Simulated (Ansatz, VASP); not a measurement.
## One calculation of Ge, two programs

```
Ge
1.0
     0.00000    2.80978    2.80978
     2.80978    0.00000    2.80978
     2.80978    2.80978    0.00000
Ge
2
Cartesian
  2.8098 2.8098 2.8098
  4.2147 4.2147 4.2147
```

Change from the starting cell: volume scaled by 0.98, crystal datasets.

Alike in both runs: task electric field gradients; functional PBEsol; k mesh 11 × 11 × 11; occupations fermi-dirac, width 0.05 eV; no spin polarisation.

|  | VASP | Ansatz |
| --- | --- | --- |
| version | VASP 6.6.1 | Ansatz 0.2.0 |
| potentials or method | VASP PAW PBE potentials, release 64 (Ge_d), cutoff 520 eV | all-electron PAW with datasets made for the crystal, scalar-relativistic |

```tsv
	VASP	Ansatz	Ansatz less VASP
pressure (GPa)	2.1	2.1	+0.08
```

VASP's potentials were made for PBE, not for PBEsol. Ansatz ran all-electron here, and VASP with PAW potentials.
